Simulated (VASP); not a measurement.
A run of VASP 6.6.1:

File INCAR:

```
  ALGO = Fast
  EDIFF = 1E-6
  ENCUT = 520
  GGA = CA
  ISIF = 2
  ISMEAR = 0
  ISPIN = 2
  LASPH = True
  LCHARG = False
  LMAXMIX = 4
  LORBIT = 11
  LREAL = False
  LWAVE = False
  MAGMOM = 0.75
  NBANDS = 15
  NELM = 150
  NUPDOWN = 0.75
  PREC = Accurate
  SIGMA = 0.15
```

The input KPOINTS:

```
k-points
0
Gamma
  24 24 24
```

The input POSCAR:

```
Ni
1.0
    0.0000000000      1.7119891795      1.7119891795
    1.7119891795      0.0000000000      1.7119891795
    1.7119891795      1.7119891795      0.0000000000
Ni
1
Direct
    0.0000000000      0.0000000000      0.0000000000
```

Potentials or basis: VASP PAW LDA potentials, release 64 (Ni).

Launch:

```bash
$ cat potpaw_LDA.64/Ni/POTCAR > POTCAR
$ mpirun -np 1 vasp_std > vasp.out
```

Hardware: 1 thread of Intel(R) Xeon(R) Platinum 8488C (Sapphire Rapids) (shared host).

Task: Estimate the wall time of this run.

Result: Wall time 2.2 min on 1 thread of Intel(R) Xeon(R) Platinum 8488C (Sapphire Rapids), with other jobs on the host, peak memory 0.2 GiB. Counts: scf iterations 13, k points 413.
